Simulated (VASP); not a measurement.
# Si15O32 (a cell with a defect) in VASP: single point with HSE06

Aim: the single point of Si15O32 (a cell with a defect) with HSE06.

Everything below comes from runs of VASP 6.6.1. Logs are shortened: lines on timing, memory, paths and dates and some standing lists are left out, and cuts for length are marked.

### Step 1. The cell of the first run

The cell holds a defect, 47 atoms: a = 10.098 Å, b = 10.098 Å, c = 10.098 Å, α = 119.58°, β = 119.58°, γ = 90.74°.

### Step 2. Single point, HSE06

Input file POSCAR:

```
Si15O32
1.0
   -5.0813926894      5.0813926894      7.0944098913
    5.0813926894     -5.0813926894      7.0944098913
    5.0813926894      5.0813926894     -7.0944098913
Si O
15 32
Direct
    0.1322722438      0.1283347254      0.7533206271
    0.1075256746      0.5790658689      0.2379198533
    0.6242790494      0.1565470729      0.2362411982
    0.5080740088      0.2683005963     -0.0366194077
    0.4729496995      0.6778209118      0.4376504156
    0.9872311499      0.2898363360      0.5397111297
    0.9858608752      0.7725001991      0.0619373862
   -0.0420154300      0.1953065723     -0.0450023903
    0.0577208273      0.7529731654      0.5497613048
    0.4617008605      0.2615320198      0.4378037963
    0.5712226967      0.7870729424      0.0599812384
    0.0903764307      0.1376233047      0.2598067034
    0.1715038903      0.6700200325      0.8464272425
    0.5804995786      0.0789467074      0.6565064919
    0.6730693867      0.6305866925      0.2676168906
    0.0783183635      0.1544745758      0.8891542923
    0.1373777378      0.6569464869      0.4395784877
    0.4785551062      0.1573377520      0.2642910714
    0.6619350183      0.6825783826      0.9513548557
    0.1012710751      0.4739377934      0.7169119614
    0.0883046587      0.9642691147      0.2322427394
    0.5992575175      0.4591097567      0.0672075850
    0.5164277766      0.8782228608      0.5466020154
    0.3194503311      0.2441517337      0.8863740784
    0.2814600456      0.6082112681      0.2668628979
    0.7963206925      0.2724980903      0.4399632386
    0.7887314702      0.7748707799      0.9609330022
    0.2755478541      0.2457268739      0.3647903989
    0.3720975692      0.7184723838      0.9568628967
    0.7764245735      0.1309591054      0.7733155806
    0.8629777636      0.6685383343      0.4087737877
   -0.0287459336      0.1057669182      0.0564659131
    0.1189241663      0.7456550183      0.7263649318
    0.5276559225      0.1705996192      0.5473637340
    0.6483718025      0.7754858017      0.2381603923
    0.0075687988      0.3875451810      0.1032024200
    0.1153220960      0.9411259192      0.6259837950
    0.5633468462      0.4603047288      0.5369808653
    0.6248904340      0.9722298694      0.1265721769
    0.0292127648      0.2376445452      0.3888897883
    0.0796278185      0.7270735236      0.9551799342
    0.5180794891      0.1508287732      0.7899760414
    0.5828199776      0.6198398774      0.3602242099
    0.5972556703      0.2241822641      0.1128960333
    0.4741673141      0.5795761008      0.5392650119
    1.0172888083      0.1737779890      0.6116054852
    1.0000185685      0.6623135487      0.1390160762
```

Input file INCAR.step1:

```
SYSTEM = Si15O32
ALGO = Normal
EDIFF = 1E-5
ENCUT = 1000
GGA = PE
GGA_COMPAT = .False.
ISIF = 2
ISMEAR = -1
LASPH = .True.
LREAL = Auto
LWAVE = .True.
NBANDS = 155
NELM = 120
PREC = Accurate
SIGMA = 0.01
```

Input file INCAR.step2:

```
SYSTEM = Si15O32
ALGO = Normal
EDIFF = 1E-6
ENCUT = 1000
GGA = PE
GGA_COMPAT = .False.
HFSCREEN = 0.2079
ISIF = 2
ISMEAR = -1
ISTART = 1
LASPH = .True.
LCHARG = .True.
LELF = .True.
LHFCALC = .True.
LREAL = Auto
LVHAR = .True.
LWAVE = .False.
NBANDS = 155
NELM = 120
PREC = Accurate
PRECFOCK = Fast
SIGMA = 0.01
```

Input file KPOINTS:

```
k-points
0
Gamma
  1 1 1
  0 0 0
```

Potentials or basis: VASP PAW PBE potentials, release 64 (Si, O_h).

Command:

```
$ cat potpaw_PBE.64/Si/POTCAR potpaw_PBE.64/O_h/POTCAR > POTCAR
$ cp INCAR.step1 INCAR
$ mpirun -np 1 vasp_gam > vasp.out
$ cp INCAR.step2 INCAR
$ mpirun -np 1 vasp_gam > vasp.out
```

OUTCAR:

```text
SYSTEM = Si15O32
   EDIFF = 1E-6
   ENCUT = 1000
   GGA = PE
   HFSCREEN = 0.2079
   ISIF = 2
   ISMEAR = -1
   ISTART = 1
   LASPH = .True.
   LHFCALC = .True.
   LREAL = Auto
   NELM = 120
   PREC = Accurate
   PRECFOCK = Fast

 ion  position               nearest neighbor table
   1  0.132  0.128  0.753-  46 1.62  24 1.62  37 1.62  16 1.62   4 3.14   9 3.14   6 3.14   8 3.15

   2  0.108  0.579  0.238-  36 1.61  25 1.63  17 1.63  47 1.63   5 3.04   9 3.06   7 3.13
   3  0.624  0.157  0.236-  44 1.61  18 1.63  39 1.63  26 1.63  10 3.03   6 3.06  11 3.13
   4  0.508  0.268  0.963-  42 1.62  44 1.62  24 1.62  22 1.63  15 3.05   1 3.14
   5  0.473  0.678  0.438-  43 1.61  25 1.64  23 1.67  45 1.74   2 3.04  15 3.15
   6  0.987  0.290  0.540-  20 1.62  46 1.62  40 1.62  26 1.63   3 3.06   1 3.14
   7  0.986  0.773  0.062-  47 1.62  21 1.64  41 1.67  27 1.74  12 3.04   2 3.13
   8  0.958  0.195  0.955-  30 1.62  36 1.62  16 1.62  32 1.63  12 3.05   1 3.15
   9  0.058  0.753  0.550-  33 1.62  31 1.62  37 1.62  17 1.63   2 3.06   1 3.14
  10  0.462  0.262  0.438-  28 1.62  18 1.64  34 1.67  38 1.74   3 3.03  12 3.14
  11  0.571  0.787  0.060-  39 1.62  35 1.64  29 1.67  19 1.74  15 3.02   3 3.13
  12  0.090  0.138  0.260-  40 1.62  21 1.63  28 1.63  32 1.63   7 3.04   8 3.05  10 3.14
  13  0.172  0.670  0.846-  33 1.62  20 1.62  29 1.67  41 1.67
  14  0.580  0.079  0.657-  42 1.62  30 1.62  34 1.67  23 1.67
  15  0.673  0.631  0.268-  31 1.61  43 1.63  35 1.63  22 1.63  11 3.02   4 3.05   5 3.15
  16  0.078  0.154  0.889-   8 1.62   1 1.62
  17  0.137  0.657  0.440-   2 1.63   9 1.63
  18  0.479  0.157  0.264-   3 1.63  10 1.64
  19  0.662  0.683  0.951-  27 1.51  11 1.74
  20  0.101  0.474  0.717-   6 1.62  13 1.62
  21  0.088  0.964  0.232-  12 1.63   7 1.64
[... 24 lines left out ...]
  46  0.017  0.174  0.612-   6 1.62   1 1.62
  47  0.000  0.662  0.139-   7 1.62   2 1.63

  LATTYP: Found a body centered tetragonal cell.
 ALAT       =    10.1627853788
 C/A-ratio  =     1.3961546224

  Lattice vectors:

 A1 = (  -5.0813926894,   5.0813926894,   7.0944098913)
 A2 = (   5.0813926894,  -5.0813926894,   7.0944098913)
 A3 = (   5.0813926894,   5.0813926894,  -7.0944098913)

Analysis of symmetry for initial positions (statically):
=====================================================================
 Subroutine PRICEL returns:
 Original cell was already a primitive cell.

 Routine SETGRP: Setting up the symmetry group for a
 body centered tetragonal supercell.

 Subroutine GETGRP returns: Found  1 space group operations
 (whereof  1 operations were pure point group operations)
 out of a pool of 16 trial point group operations.

The static configuration has the point symmetry C_1 .

Analysis of symmetry for dynamics (positions and initial velocities):
=====================================================================
 Subroutine PRICEL returns:
 Original cell was already a primitive cell.

 Routine SETGRP: Setting up the symmetry group for a
 body centered tetragonal supercell.

 Subroutine GETGRP returns: Found  1 space group operations
 (whereof  1 operations were pure point group operations)
 out of a pool of 16 trial point group operations.

The dynamic configuration has the point symmetry C_1 .

 Subroutine INISYM returns: Found  1 space group operations
 (whereof  1 operations are pure point group operations),
 and found     1 'primitive' translations

----------------------------------------------------------------------------------------

                                     Primitive cell

  volume of cell :     732.7263

  direct lattice vectors                    reciprocal lattice vectors
    -5.081392689  5.081392689  7.094409891     0.000000000  0.098398221  0.070478025
     5.081392689 -5.081392689  7.094409891     0.098398221  0.000000000  0.070478025
     5.081392689  5.081392689 -7.094409891     0.098398221  0.098398221  0.000000000

  length of vectors
    10.098106507 10.098106507 10.098106507     0.121034548  0.121034548  0.139156098

  position of ions in fractional coordinates (direct lattice)
     0.132272244  0.128334725  0.753320627
     0.107525675  0.579065869  0.237919853
     0.624279049  0.156547073  0.236241198
     0.508074009  0.268300596  0.963380592
     0.472949699  0.677820912  0.437650416
     0.987231150  0.289836336  0.539711130
[... 39 lines left out ...]
     0.017288808  0.173777989  0.611605485
     0.000018569  0.662313549  0.139016076

  ion indices of the primitive-cell ions
   primitive index   ion index
                 1           1
                 2           2
                 3           3
                 4           4
                 5           5
                 6           6
[... 39 lines left out ...]
                46          46
                47          47

----------------------------------------------------------------------------------------

 KPOINTS: k-points

Automatic generation of k-mesh.
 Grid dimensions read from file:
 generate k-points for:    1    1    1

 Generating k-lattice:

  Cartesian coordinates                     Fractional coordinates (reciprocal lattice)
     0.000000000  0.098398221  0.070478025     1.000000000  0.000000000 -0.000000000
     0.098398221  0.000000000  0.070478025     0.000000000  1.000000000 -0.000000000
     0.098398221  0.098398221  0.000000000     0.000000000  0.000000000  1.000000000

  Length of vectors
     0.121034548  0.121034548  0.139156098

  Shift w.r.t. Gamma in fractional coordinates (k-lattice)
     0.000000000  0.000000000  0.000000000

 Subroutine IBZKPT returns following result:
 ===========================================

 Found      1 irreducible k-points:

 Following reciprocal coordinates:
            Coordinates               Weight
  0.000000  0.000000  0.000000      1.000000
   k-points           NKPTS =      1   k-points in BZ     NKDIM =      1   number of bands    NBANDS=    155
   number of dos      NEDOS =    301   number of ions     NIONS =     47
   total plane-waves  NPLWV = ******
   dimension x,y,z NGX =   108 NGY =  108 NGZ =  108
   dimension x,y,z NGXF=   216 NGYF=  216 NGZF=  216
   ions per type =              15  32
   NGX,Y,Z   is equivalent  to a cutoff of  17.78, 17.78, 17.78 a.u.
   NGXF,Y,Z  is equivalent  to a cutoff of  35.56, 35.56, 35.56 a.u.
 SYSTEM =  Si15O32
   PREC   = accura    normal or accurate (medium, high low for compatibility)
   ISTART =      1    job   : 0-new  1-cont  2-samecut
   ICHARG =      0    charge: 1-file 2-atom 10-const
   ISPIN  =      1    spin polarized calculation?
   LNONCOLLINEAR =      F non collinear calculations
   LSORBIT =      F    spin-orbit coupling
   LASPH  =      T    aspherical Exc in radial PAW
   ENCUT  = 1000.0 eV  73.50 Ry    8.57 a.u.  26.04 26.04 26.04*2*pi/ulx,y,z
   NELM   =    120;   NELMIN=  2; NELMDL=  0     # of ELM steps
   EDIFF  = 0.1E-05   stopping-criterion for ELM
   LREAL  =      T    real-space projection
   EDIFFG = 0.1E-04   stopping-criterion for IOM
   NSW    =      0    number of steps for IOM
   IBRION =     -1    ionic relax: 0-MD 1-quasi-New 2-CG
   NFREE  =      0    steps in history (QN), initial steepest desc. (CG)
   ISIF   =      2    stress and relaxation
   ISYM   =      3    0-nonsym 1-usesym 2-fastsym
   POTIM  = 0.5000    time-step for ionic-motion
   TEBEG  =    0.0;   TEEND  =   0.0 temperature during run
   PSTRESS=    0.0 pullay stress
   NELECT =     252.0000    total number of electrons
   NUPDOWN=      -1.0000    fix difference up-down
   EMIN   =  10.00;   EMAX   =-10.00  energy-range for DOS
   EFERMI =   0.00;   METHOD = LEGACY
   ISMEAR =    -1;   SIGMA  =   0.01  broadening in eV -4-tet -1-fermi 0-gaus
   EFERMI_NEDOS =   21; number of points for ismear=-14 and -15
   IALGO  =     38    algorithm
   IMIX   =      1    mixing-type and parameters
     AMIX     =   0.40;   BMIX     =  1.00
     AMIX_MAG =   1.60;   BMIX_MAG =  1.00
  volume/ion in A,a.u.               =      15.59       105.21
  Fermi-wavevector in a.u.,A,eV,Ry     =   1.146994  2.167504 17.899755  1.315595
  Thomas-Fermi vector in A             =   2.283676
   LORBIT       =      0    0 simple, 1 ext, 2 COOP (PROOUT), +10 PAW based schemes
   GGA     = PE    functional components
   LHFCALC =     T    Hartree Fock is set to
   PRECFOCK=fast      Normal, Fast or Accurate (Low or Medium for compatibility)
   ENCUT4O =  -1.0   cutoff for four orbital integrals eV
   NKREDX  =     1    reduce k-point grid by
   NKREDY  =     1    reduce k-point grid by
   NKREDZ  =     1    reduce k-point grid by
   AEXX    =    0.2500 exact exchange contribution
   HFSCREEN=    0.2079 screening length (either q_TF or 0.3 A-1)
   HFSCREENC=   0.2079 screening length for correlation (either q_TF or 0.3 A-1)
   ENCUTFOCK=  -1.0 apply spherical cutoff to Coloumb kernel
   IVDW    =     0    specifies the selected vdW correction
   LEPSILON=     F    determine dielectric tensor
   LRPA    =     F    only Hartree local field effects (RPA)
 non-spin polarized calculation
  energy-cutoff  :     1000.00
  volume of cell :      732.73
 maximum number of plane-waves:     26281
 NGX is ok and might be reduce to   108
  NGX = 54; NGY = 54; NGZ = 54

 number of electron     252.0000002 magnetization

 Free energy of the ion-electron system (eV)
  ---------------------------------------------------
  ext. energy  EPLUGINS =         0.00000000
  ---------------------------------------------------
  free energy    TOTEN  =      -445.29831659 eV

  energy without entropy =     -445.29831659  energy(sigma->0) =     -445.29831659

 E-fermi :  -0.2747     XC(G=0):  -6.6400

 val. band max:       -0.6218782768   @ k =   0.0000   0.0000   0.0000
 cond. band min:       4.7726350047   @ k =   0.0000   0.0000   0.0000
 fundamental gap:      5.3945132815
 Fermi energy:        -0.2747046591

 k-point     1 :       0.0000    0.0000    0.0000
  band No.  band energies     occupation
      1     -22.7146      2.00000
      2     -22.5803      2.00000
      3     -22.2421      2.00000
      4     -21.9583      2.00000
      5     -21.9535      2.00000
      6     -21.8114      2.00000
[... 130 lines left out ...]
    137       8.6472      0.00000
    138       8.7900      0.00000
 [bands above 138 left out]

------------------------ aborting loop because EDIFF is reached ----------------------------------------

  FORCE on cell =-STRESS in cart. coord.  units (eV):
  Direction    XX          YY          ZZ          XY          YZ          ZX
  --------------------------------------------------------------------------------------
  -------------------------------------------------------------------------------------
  Total      -32.0427399    -31.1234822    -39.6288490     11.6231185     -0.2075534     -0.1581561
  in kB      -70.0645668    -68.0545206    -86.6523321     25.4150789     -0.4538357     -0.3458236
  external PRESSURE =     -74.9238065 kB  Pullay stress =       0.0000000 kB

 VOLUME and BASIS-vectors are now :
 -----------------------------------------------------------------------------
  energy-cutoff  :     1000.00
  volume of cell :      732.73
      direct lattice vectors                 reciprocal lattice vectors
    -5.081392689  5.081392689  7.094409891     0.000000000  0.098398221  0.070478025
     5.081392689 -5.081392689  7.094409891     0.098398221  0.000000000  0.070478025
     5.081392689  5.081392689 -7.094409891     0.098398221  0.098398221  0.000000000

 POSITION                                       TOTAL-FORCE (eV/Angst)
 -----------------------------------------------------------------------------------
      3.80791      3.84793     -3.49551        -0.003895     -0.007653      0.006115
      3.60505     -1.18712      3.18306        -0.034052      0.005053     -0.022403
     -1.17630      3.57716      3.86351         0.009694     -0.028543      0.021997
      3.67693      6.11370     -1.32670         0.004686      0.005550      0.001542
      3.26490      1.18284      5.05917        -0.124889     -0.192456      0.048784
     -0.80125      6.28622      5.23111        -0.000587      0.002962      0.005529
[... 39 lines left out ...]
      3.90299      2.31262     -2.98347         0.104629      0.162147      0.226994
      4.07178     -2.65899      3.71262        -0.069707      0.114178      0.278274
 -----------------------------------------------------------------------------------
    total drift:                               -0.001074      0.000291      0.017855

  FREE ENERGIE OF THE ION-ELECTRON SYSTEM (eV)
  ---------------------------------------------------
  free  energy   TOTEN  =      -445.2983165898 eV

  energy  without entropy=     -445.2983165898  energy(sigma->0) =     -445.29831659
```

Wall time 43 min (1 thread of Intel Xeon Platinum 8259CL at 2.50GHz (Skylake/Cascade Lake), shared host); peak memory 2.1 GiB.

What came out:

```
Free energy            : -445.2983 eV
Pressure               : -7.5 GPa
Largest force          : 0.827 eV/Å
Band gap on the k mesh : 5.39 eV
```

Forces in eV/Å, atoms in the order of the input:
```
Si  -0.004 -0.008  0.006
Si  -0.034  0.005 -0.022
Si   0.010 -0.029  0.022
Si   0.005  0.006  0.002
Si  -0.125 -0.192  0.049
Si  -0.001  0.003  0.006
Si   0.145  0.186  0.052
Si  -0.003 -0.001 -0.001
Si   0.007  0.006 -0.005
Si  -0.189 -0.135 -0.050
Si   0.173  0.112 -0.035
Si   0.029  0.007 -0.021
Si  -0.102 -0.098  0.007
Si   0.098  0.107  0.002
Si   0.006  0.042  0.012
O    0.021 -0.288  0.046
O    0.063 -0.407  0.013
O    0.222  0.319  0.230
O    0.347  0.030  0.750
O    0.015 -0.195  0.034
O   -0.104 -0.412  0.062
O    0.187  0.173 -0.336
O   -0.058  0.057  0.028
O   -0.281  0.070 -0.090
O    0.306  0.216 -0.225
O   -0.408  0.019  0.048
O   -0.061  0.271 -0.769
O   -0.234  0.149 -0.113
O    0.011 -0.026  0.095
O    0.166  0.075 -0.177
O    0.074 -0.078  0.143
O    0.212  0.163  0.325
O   -0.218  0.009 -0.050
O    0.039 -0.049 -0.008
O   -0.433 -0.126 -0.089
O   -0.121  0.077  0.163
O    0.173  0.023 -0.248
O    0.410 -0.664 -0.258
O    0.134 -0.006 -0.278
O   -0.084  0.162 -0.141
O   -0.007  0.000 -0.062
O    0.063  0.081  0.155
O    0.170 -0.192  0.126
O    0.030 -0.126 -0.156
O   -0.684  0.389  0.254
O    0.105  0.162  0.227
O   -0.070  0.114  0.278
```

Stress tensor (GPa, compression positive):
```
-7.01  2.54 -0.03
 2.54 -6.81 -0.05
-0.03 -0.05 -8.67
```

Levels at points of the mesh, in eV from the valence-band top:
| k point | band 124 | band 125 | band 126 | band 127 | band 128 | band 129 |
| --- | --- | --- | --- | --- | --- | --- |
| (0.00, 0.00, 0.00) | -0.74 | -0.02 | 0.00 | 5.39 | 5.42 | 6.19 |

Caveat: the k points lie up to 0.76 Å⁻¹ apart; the PAW data sets were made with another functional, which shifts forces and pressure a little.
